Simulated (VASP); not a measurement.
A run of VASP 6.6.1:

Contents of INCAR:

```
PREC = Accurate
ENCUT = 520
EDIFF = 1E-6
ISMEAR = 0
SIGMA = 0.1
LREAL = F
LASPH = T
NELM = 80
ALGO = Normal
ISIF = 2
LWAVE = F
LCHARG = T
GGA = PE
LELF = T
LVHAR = T
NBANDS = 32
```

Contents of KPOINTS:

```
regular mesh
0
Gamma
  6 6 4
```

File POSCAR:

```
W2Cl3
1.0
    4.3021208172      0.0000000000      0.0000000000
   -2.1510604086      3.7257459179      0.0000000000
    0.0000000000      0.0000000000      6.6934011700
W Cl
2 3
Direct
    0.3333333333      0.6666666667      0.2450000000
    0.6666666667      0.3333333333      0.7550000000
    0.0000000000      0.0000000000      0.0000000000
    0.3333333333      0.6666666667      0.6450000000
    0.6666666667      0.3333333333      0.3550000000
```

Potentials or basis: VASP PAW PBE potentials, release 64 (W_sv, Cl).

Run with:

```console
$ cat potpaw_PBE.64/W_sv/POTCAR potpaw_PBE.64/Cl/POTCAR > POTCAR
$ mpirun -np 1 vasp_std > vasp.out
```

Hardware: 1 thread of Intel Xeon 8259CL, with other jobs on the host.

**Question.** Estimate the wall time of this run.

**Answer.** It took 100 s on 1 thread of Intel Xeon 8259CL, with other jobs on the host, peak memory 0.25 GiB. Counts: scf iterations 13, k points 24.
